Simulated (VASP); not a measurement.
# Al2Cu in VASP: a series of runs, part 2 of 2

VASP 6.6.1.

### Step 3. Single point, LDA

The input, INCAR:

```
SYSTEM = Al2Cu
ALGO = Fast ; EDIFF = 1E-7
ENCUT = 520 ; ISIF = 2
ISMEAR = -1 ; LASPH = .True.
LCHARG = .False. ; LREAL = .False.
LWAVE = .False. ; NBANDS = 16
NELM = 60 ; PREC = Accurate
SIGMA = 0.1
```

The input, KPOINTS:

```
k-points
0
Gamma
  6 6 7
  0 0 0
```

The input, POSCAR:

```
Al2Cu
1.0
   -2.0303375000      2.0303375000      2.8510940000
    2.0303375000     -2.0303375000      2.8510940000
    2.0303375000      2.0303375000     -2.8510940000
Cu Al
1 2
Direct
    0.5041870000      0.4947320000      0.0022620000
    0.2455800000      0.7451240000      0.5011330000
    0.7479760000      0.2497260000      0.5009340000
```

Potentials or basis: VASP PAW LDA potentials, release 64 (Cu, Al).

Started as:

```bash
$ cat potpaw_LDA.64/Cu/POTCAR potpaw_LDA.64/Al/POTCAR > POTCAR
$ mpirun -np 1 vasp_std > vasp.out
```

OUTCAR:

```text
SYSTEM = Al2Cu
   EDIFF = 1E-7
   ENCUT = 520
   ISIF = 2
   ISMEAR = -1
   LASPH = .True.
   LREAL = .False.
   NELM = 60
   PREC = Accurate

 ion  position               nearest neighbor table
   1  0.504  0.495  0.002-   2 2.45   3 2.46   3 2.46   2 2.48   2 2.49   3 2.50   3 2.50   2 2.51

   2  0.246  0.745  0.501-   1 2.45   1 2.48   1 2.49   1 2.51   3 2.83   3 2.87   3 2.87   3 2.87
                             3 2.87   3 2.88
   3  0.748  0.250  0.501-   1 2.46   1 2.46   1 2.50   1 2.50   2 2.83   2 2.87   2 2.87   2 2.87
                             2 2.87   2 2.88

  LATTYP: Found a body centered tetragonal cell.
 ALAT       =     4.0606750000
 C/A-ratio  =     1.4042463384

  Lattice vectors:

 A1 = (  -2.0303375000,   2.0303375000,   2.8510940000)
 A2 = (   2.0303375000,  -2.0303375000,   2.8510940000)
 A3 = (   2.0303375000,   2.0303375000,  -2.8510940000)

Analysis of symmetry for initial positions (statically):
=====================================================================
 Subroutine PRICEL returns:
 Original cell was already a primitive cell.

 Routine SETGRP: Setting up the symmetry group for a
 body centered tetragonal supercell.

 Subroutine GETGRP returns: Found  1 space group operations
 (whereof  1 operations were pure point group operations)
 out of a pool of 16 trial point group operations.

The static configuration has the point symmetry C_1 .

Analysis of symmetry for dynamics (positions and initial velocities):
=====================================================================
 Subroutine PRICEL returns:
 Original cell was already a primitive cell.

 Routine SETGRP: Setting up the symmetry group for a
 body centered tetragonal supercell.

 Subroutine GETGRP returns: Found  1 space group operations
 (whereof  1 operations were pure point group operations)
 out of a pool of 16 trial point group operations.

The dynamic configuration has the point symmetry C_1 .

 Subroutine INISYM returns: Found  1 space group operations
[... 142 lines left out ...]
  volume/ion in A,a.u.               =      15.67       105.75
  Fermi-wavevector in a.u.,A,eV,Ry     =   1.166331  2.204046 18.508385  1.360328
  Thomas-Fermi vector in A             =   2.302845
   LORBIT       =      0    0 simple, 1 ext, 2 COOP (PROOUT), +10 PAW based schemes
   GGA     = CA    functional components
   LHFCALC =     F    Hartree Fock is set to
   AEXX    =    0.0000 exact exchange contribution
   IVDW    =     0    specifies the selected vdW correction
   LEPSILON=     F    determine dielectric tensor
   LRPA    =     F    only Hartree local field effects (RPA)
 non-spin polarized calculation
 RMM-DIIS sequential band-by-band and
  energy-cutoff  :      520.00
  volume of cell :       47.01
 maximum number of plane-waves:      1293
   NGX = 15   NGY = 15   NGZ = 15

 number of electron      16.9999999 magnetization

 Free energy of the ion-electron system (eV)
  ---------------------------------------------------
  ext. energy  EPLUGINS =         0.00000000
  ---------------------------------------------------
  free energy    TOTEN  =       -13.69952557 eV

  energy without entropy =      -13.67279013  energy(sigma->0) =      -13.68615785

 E-fermi :   7.0097     XC(G=0): -10.7273

 val. band max:        6.9462851172   @ k =   0.0000   0.5000   0.4286
 cond. band min:       7.0473687390   @ k =  -0.3333   0.0000   0.4286
 fundamental gap:      0.1010836218
 Fermi energy:         7.0097404312

 k-point     1 :       0.0000    0.0000    0.0000
  band No.  band energies     occupation
      1      -3.3028      2.00000
      2       2.2802      2.00000
      3       2.2834      2.00000
      4       2.2945      2.00000
      5       2.8519      2.00000
      6       2.8609      2.00000
[... 433 lines left out ...]
      3       2.3739      2.00000
      4       2.5018      2.00000
      5       2.8362      2.00000
      6       2.9034      2.00000
[... 8 lines left out ...]
     15      15.2495      0.00000
     16      16.9809      0.00000

 [... further k-points ...]

------------------------ aborting loop because EDIFF is reached ----------------------------------------

  FORCE on cell =-STRESS in cart. coord.  units (eV):
  Direction    XX          YY          ZZ          XY          YZ          ZX
  --------------------------------------------------------------------------------------
  -------------------------------------------------------------------------------------
  Total       -0.8895559     -0.7085965     -0.7695399      0.0197236     -0.0604189     -0.0658814
  in kB      -30.3162726    -24.1491368    -26.2261023      0.6721849     -2.0590901     -2.2452548
  external PRESSURE =     -26.8971706 kB  Pullay stress =       0.0000000 kB

 VOLUME and BASIS-vectors are now :
 -----------------------------------------------------------------------------
  energy-cutoff  :      520.00
  volume of cell :       47.01
      direct lattice vectors                 reciprocal lattice vectors
    -2.030337500  2.030337500  2.851094000     0.000000000  0.246264476  0.175371279
     2.030337500 -2.030337500  2.851094000     0.246264476  0.000000000  0.175371279
     2.030337500  2.030337500 -2.851094000     0.246264476  0.246264476  0.000000000

 POSITION                                       TOTAL-FORCE (eV/Angst)
 -----------------------------------------------------------------------------------
     -0.01460      0.02379      2.84156         0.124149     -0.168585     -0.069916
      2.03171      0.00323      1.39581        -0.039466      0.059905      0.117911
      0.00545      2.02868      1.41633        -0.084683      0.108680     -0.047995
 -----------------------------------------------------------------------------------
    total drift:                                0.000508     -0.000144     -0.000278

  FREE ENERGIE OF THE ION-ELECTRON SYSTEM (eV)
  ---------------------------------------------------
  free  energy   TOTEN  =       -13.6995255656 eV

  energy  without entropy=      -13.6727901283  energy(sigma->0) =      -13.68615785
```

OSZICAR:

```text
N       E                     dE             d eps       ncg     rms          rms(c)
DAV:   1     0.613699955494E+02    0.61370E+02   -0.68315E+03  4120   0.114E+03
DAV:   2    -0.133724232069E+02   -0.74742E+02   -0.66211E+02  4368   0.203E+02
DAV:   3    -0.160067773061E+02   -0.26344E+01   -0.25810E+01  5608   0.435E+01
[... 10 lines left out ...]
RMM:  14    -0.136995258294E+02   -0.16079E-04   -0.16826E-04  6265   0.979E-02    0.389E-02
RMM:  15    -0.136995283001E+02   -0.24707E-05   -0.87607E-06  5935   0.251E-02    0.318E-02
RMM:  16    -0.136995257896E+02    0.25105E-05   -0.10492E-05  5280   0.490E-02    0.334E-02
RMM:  17    -0.136995260950E+02   -0.30535E-06   -0.28248E-06  5504   0.107E-02    0.302E-02
RMM:  18    -0.136995256073E+02    0.48764E-06   -0.52630E-07  4691   0.113E-02    0.246E-02
RMM:  19    -0.136995255656E+02    0.41671E-07   -0.19108E-07  3152   0.386E-03
   1 F= -.13699526E+02 E0= -.13686158E+02  d E =-.267354E-01
```

stdout:

```text
POSCAR found type information on POSCAR CuAl
 POSCAR found :  2 types and       3 ions
 scaLAPACK will be used
 LDA part: xc-table for (Slater(with rela. corr.)+CA(PZ))
 , standard interpolation
 -----------------------------------------------------------------------------
|                                                                             |
|           W    W    AA    RRRRR   N    N  II  N    N   GGGG   !!!           |
|           W    W   A  A   R    R  NN   N  II  NN   N  G    G  !!!           |
|           W    W  A    A  R    R  N N  N  II  N N  N  G       !!!           |
|           W WW W  AAAAAA  RRRRR   N  N N  II  N  N N  G  GGG   !            |
|           WW  WW  A    A  R   R   N   NN  II  N   NN  G    G                |
|           W    W  A    A  R    R  N    N  II  N    N   GGGG   !!!           |
|                                                                             |
|     Your reciprocal lattice and k-lattice belong to different lattice       |
|     classes:                                                                |
|                                                                             |
|        The reciprocal lattice is body-centered tetragonal,                  |
|        whereas your k-lattice is base-centered monoclinic.                  |
|                                                                             |
|     Results are often still useful ...                                      |
|                                                                             |
 -----------------------------------------------------------------------------

 POSCAR, INCAR and KPOINTS ok, starting setup
 FFT: planning ... GRIDC
 FFT: planning ... GRID_SOFT
 FFT: planning ... GRID
 WAVECAR not read
 entering main loop
```

Run time: 60 s. Hardware: 1 thread of Intel Xeon 6975P-C (Granite Rapids), shared host; peak memory 0.21 GiB.

What came out:

- Free energy: -13.6995 eV
- Pressure: -2.7 GPa
- Largest force: 0.221 eV/Å

Forces on the atoms (eV/Å):
```
Cu   0.124 -0.169 -0.070
Al  -0.039  0.060  0.118
Al  -0.085  0.109 -0.048
```

Stress tensor (GPa, compression positive):
```
-3.03  0.07 -0.22
 0.07 -2.41 -0.21
-0.22 -0.21 -2.62
```

### Step 4. Single point, HSE06

The input, POSCAR:

```
Al2Cu
1.0
   -2.0303375000      2.0303375000      2.8510940000
    2.0303375000     -2.0303375000      2.8510940000
    2.0303375000      2.0303375000     -2.8510940000
Cu Al
1 2
Direct
    0.5000000000      0.5000000000      0.0000000000
    0.2500000000      0.7500000000      0.5000000000
    0.7500000000      0.2500000000      0.5000000000
```

The input, INCAR.step1:

```
PREC = Accurate
ENCUT = 520
EDIFF = 1E-5
ISMEAR = 0
SIGMA = 0.05
LREAL = F
LASPH = T
NELM = 100
ALGO = Normal
ISIF = 2
LWAVE = T
LCHARG = F
GGA = PE
NBANDS = 16
```

The input, INCAR.step2:

```
PREC = Accurate
ENCUT = 520
EDIFF = 1E-7
ISMEAR = 0
SIGMA = 0.05
LREAL = F
LASPH = T
NELM = 100
ALGO = Normal
ISIF = 2
LWAVE = F
LCHARG = F
GGA = PE
LHFCALC = T
HFSCREEN = 0.2079
PRECFOCK = Normal
ISTART = 1
NBANDS = 16
```

The input, KPOINTS:

```
Automatic mesh
0
Gamma
  5 5 5
```

Potentials or basis: VASP PAW PBE potentials, release 64 (Cu, Al).

Started as:

```bash
$ cat potpaw_PBE.64/Cu/POTCAR potpaw_PBE.64/Al/POTCAR > POTCAR
$ cp INCAR.step1 INCAR
$ mpirun -np 1 vasp_std > vasp.out
$ cp INCAR.step2 INCAR
$ mpirun -np 1 vasp_std > vasp.out
```

OUTCAR:

```text
PREC = Accurate
   ENCUT = 520
   EDIFF = 1E-7
   ISMEAR = 0
   LREAL = F
   LASPH = T
   NELM = 100
   ISIF = 2
   GGA = PE
   LHFCALC = T
   HFSCREEN = 0.2079
   PRECFOCK = Normal
   ISTART = 1

 ion  position               nearest neighbor table
   1  0.500  0.500  0.000-   2 2.48   3 2.48   2 2.48   3 2.48   2 2.48   3 2.48   2 2.48   3 2.48

   2  0.250  0.750  0.500-   1 2.48   1 2.48   1 2.48   1 2.48   3 2.85   3 2.85   3 2.87   3 2.87
                             3 2.87   3 2.87
   3  0.750  0.250  0.500-   1 2.48   1 2.48   1 2.48   1 2.48   2 2.85   2 2.85   2 2.87   2 2.87
                             2 2.87   2 2.87

  LATTYP: Found a body centered tetragonal cell.
 ALAT       =     4.0606750000
 C/A-ratio  =     1.4042463384

  Lattice vectors:

 A1 = (  -2.0303375000,   2.0303375000,   2.8510940000)
 A2 = (   2.0303375000,  -2.0303375000,   2.8510940000)
 A3 = (   2.0303375000,   2.0303375000,  -2.8510940000)

Analysis of symmetry for initial positions (statically):
=====================================================================
 Subroutine PRICEL returns:
 Original cell was already a primitive cell.

 Routine SETGRP: Setting up the symmetry group for a
 body centered tetragonal supercell.

 Subroutine GETGRP returns: Found 16 space group operations
 (whereof 16 operations were pure point group operations)
 out of a pool of 16 trial point group operations.

The static configuration has the point symmetry D_4h.

Analysis of symmetry for dynamics (positions and initial velocities):
=====================================================================
 Subroutine PRICEL returns:
 Original cell was already a primitive cell.

 Routine SETGRP: Setting up the symmetry group for a
 body centered tetragonal supercell.

 Subroutine GETGRP returns: Found 16 space group operations
[... 123 lines left out ...]
   GGA     = PE    functional components
   LHFCALC =     T    Hartree Fock is set to
   PRECFOCK=normal    Normal, Fast or Accurate (Low or Medium for compatibility)
   ENCUT4O =  -1.0   cutoff for four orbital integrals eV
   NKREDX  =     1    reduce k-point grid by
   NKREDY  =     1    reduce k-point grid by
   NKREDZ  =     1    reduce k-point grid by
   AEXX    =    0.2500 exact exchange contribution
   HFSCREEN=    0.2079 screening length (either q_TF or 0.3 A-1)
   HFSCREENC=   0.2079 screening length for correlation (either q_TF or 0.3 A-1)
   ENCUTFOCK=  -1.0 apply spherical cutoff to Coloumb kernel
   IVDW    =     0    specifies the selected vdW correction
   LEPSILON=     F    determine dielectric tensor
   LRPA    =     F    only Hartree local field effects (RPA)
 non-spin polarized calculation
 Gauss-broadening in eV      SIGMA  =   0.05
  energy-cutoff  :      520.00
  volume of cell :       47.01
 maximum number of plane-waves:      1295
 NGX is ok and might be reduce to    30
  NGX = 24; NGY = 24; NGZ = 24

 number of electron      17.0000003 magnetization

 Free energy of the ion-electron system (eV)
  ---------------------------------------------------
  ext. energy  EPLUGINS =         0.00000000
  ---------------------------------------------------
  free energy    TOTEN  =       -12.36283191 eV

  energy without entropy =      -12.36120965  energy(sigma->0) =      -12.36202078

 E-fermi :   7.0134     XC(G=0):  -8.6700

 val. band max:        6.7210584671   @ k =   0.4000   0.2000   0.0000
 cond. band min:       7.0262939466   @ k =  -0.2000   0.2000   0.0000
 fundamental gap:      0.3052354796
 Fermi energy:         7.0134059689

 k-point     1 :       0.0000    0.0000    0.0000
  band No.  band energies     occupation
      1      -4.6031      2.00000
      2       1.0900      2.00000
      3       1.0900      2.00000
      4       1.0904      2.00000
      5       1.4982      2.00000
      6       1.5060      2.00000
[... 319 lines left out ...]
      3       1.0281      2.00000
      4       1.5215      2.00000
      5       1.5215      2.00000
      6       1.6399      2.00000
[... 8 lines left out ...]
     15      19.8251      0.00000
     16      20.4811      0.00000

------------------------ aborting loop because EDIFF is reached ----------------------------------------

  FORCE on cell =-STRESS in cart. coord.  units (eV):
  Direction    XX          YY          ZZ          XY          YZ          ZX
  --------------------------------------------------------------------------------------
  -------------------------------------------------------------------------------------
  Total        0.3393490      0.3393490      0.5126958      0.0000000     -0.0000000      0.0000000
  in kB       11.5650931     11.5650931     17.4727951      0.0000000     -0.0000000      0.0000000
  external PRESSURE =      13.5343271 kB  Pullay stress =       0.0000000 kB

 VOLUME and BASIS-vectors are now :
 -----------------------------------------------------------------------------
  energy-cutoff  :      520.00
  volume of cell :       47.01
      direct lattice vectors                 reciprocal lattice vectors
    -2.030337500  2.030337500  2.851094000     0.000000000  0.246264476  0.175371279
     2.030337500 -2.030337500  2.851094000     0.246264476  0.000000000  0.175371279
     2.030337500  2.030337500 -2.851094000     0.246264476  0.246264476  0.000000000

 POSITION                                       TOTAL-FORCE (eV/Angst)
 -----------------------------------------------------------------------------------
      0.00000      0.00000      2.85109        -0.000000      0.000000     -0.000000
      2.03034      0.00000      1.42555         0.000000     -0.000000      0.000000
      0.00000      2.03034      1.42555         0.000000     -0.000000      0.000000
 -----------------------------------------------------------------------------------
    total drift:                                0.000064     -0.000040     -0.000002

  FREE ENERGIE OF THE ION-ELECTRON SYSTEM (eV)
  ---------------------------------------------------
  free  energy   TOTEN  =       -12.3628319084 eV

  energy  without entropy=      -12.3612096547  energy(sigma->0) =      -12.36202078
```

OUTCAR.step1:

```text
PREC = Accurate
   ENCUT = 520
   EDIFF = 1E-5
   ISMEAR = 0
   LREAL = F
[... 563 lines left out ...]
      0.00000      0.00000      2.85109         0.000000      0.000000      0.000000
      2.03034      0.00000      1.42555         0.000000     -0.000000      0.000000
      0.00000      2.03034      1.42555        -0.000000      0.000000     -0.000000
 -----------------------------------------------------------------------------------
    total drift:                                0.000000     -0.000000      0.000000

  FREE ENERGIE OF THE ION-ELECTRON SYSTEM (eV)
  ---------------------------------------------------
  free  energy   TOTEN  =       -11.7415109317 eV

  energy  without entropy=      -11.7398019888  energy(sigma->0) =      -11.74065646
```

OSZICAR.step1:

```text
N       E                     dE             d eps       ncg     rms          rms(c)
DAV:   1     0.612913130525E+02    0.61291E+02   -0.68434E+03   576   0.114E+03
DAV:   2    -0.114614226711E+02   -0.72753E+02   -0.64599E+02   600   0.203E+02
DAV:   3    -0.140727034423E+02   -0.26113E+01   -0.25745E+01   744   0.422E+01
DAV:   4    -0.141309908717E+02   -0.58287E-01   -0.58259E-01   744   0.547E+00
DAV:   5    -0.141330528486E+02   -0.20620E-02   -0.20619E-02   808   0.107E+00    0.150E+01
DAV:   6    -0.162646224951E+02   -0.21316E+01   -0.42671E+01   608   0.214E+02    0.122E+01
DAV:   7    -0.118966679266E+02    0.43680E+01   -0.10963E+01   720   0.758E+01    0.226E+00
DAV:   8    -0.117796645062E+02    0.11700E+00   -0.10985E+00   848   0.285E+01    0.184E+00
DAV:   9    -0.117421782831E+02    0.37486E-01   -0.13753E-01   840   0.917E+00    0.297E-01
DAV:  10    -0.117441599841E+02   -0.19817E-02   -0.38767E-03   912   0.126E+00    0.364E-01
DAV:  11    -0.117414872842E+02    0.26727E-02   -0.74064E-03   720   0.293E+00    0.330E-02
DAV:  12    -0.117415420171E+02   -0.54733E-04   -0.47569E-04   752   0.137E-01    0.390E-02
DAV:  13    -0.117415125479E+02    0.29469E-04   -0.40506E-05   680   0.194E-01    0.119E-02
DAV:  14    -0.117415109317E+02    0.16161E-05   -0.15043E-05   400   0.125E-01
   1 F= -.11741511E+02 E0= -.11740656E+02  d E =-.170894E-02
```

Wall time 13 min (1 thread of Intel Xeon 6975P-C (Granite Rapids), shared host); peak memory 0.28 GiB.

What came out:

```
Free energy : -12.3628 eV
Pressure    : 1.4 GPa
```

Caveat: the k points lie up to 0.44 Å⁻¹ apart; the PAW data sets were made with another functional, which shifts forces and pressure a little.
